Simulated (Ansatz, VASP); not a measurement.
**MnSb: VASP beside Ansatz**

```xyz
8
Lattice="4.1570 0.0000 0.0000 -2.0785 3.6001 0.0000 0.0000 0.0000 11.5300" Properties=species:S:1:pos:R:3 pbc="T T T"
Sb    0.0000    2.4000    1.4412
Sb    0.0000    2.4000    7.2062
Sb    2.0785    1.2000    4.3237
Sb    2.0785    1.2000   10.0887
Mn    0.0000    0.0000    0.0000
Mn    0.0000    0.0000    5.7650
Mn    0.0000    0.0000    2.8825
Mn    0.0000    0.0000    8.6475
```

Alike in both runs: task single point; functional LDA; k mesh 7 × 7 × 2; occupations fermi-dirac, width 0.1 eV; collinear spin.

|  | VASP | Ansatz |
| --- | --- | --- |
| version | VASP 6.6.1 | Ansatz 0.2.0 |
| potentials or method | VASP PAW LDA potentials, release 64 (Sb, Mn_pv), cutoff 520 eV | PAW, plane waves, scalar-relativistic |
| valence electrons in the cell | 72 | 120 |

|  | VASP | Ansatz | Ansatz less VASP |
| --- | --- | --- | --- |
| pressure (GPa) | -11.3 | -10.7 | +0.54 |
| traceless stress, the component that is largest in VASP (GPa) | -0.61 | -0.59 | +0.021 |
| net moment per atom (μB) | 1.59 | 1.62 | +0.035 |
| size of the moment on the site where the two differ most (μB) | 3.17 | 3.28 | +0.113 |

LDA's correlation is that of Perdew and Zunger in VASP and of Perdew and Wang (1992) in Ansatz. Site moments also hang on the region over which each program counts them. VASP's potentials hold 72 valence electrons a cell and Ansatz's 120, so a difference there can come from the potentials and not from the codes.

Spin-orbit coupling is off throughout.
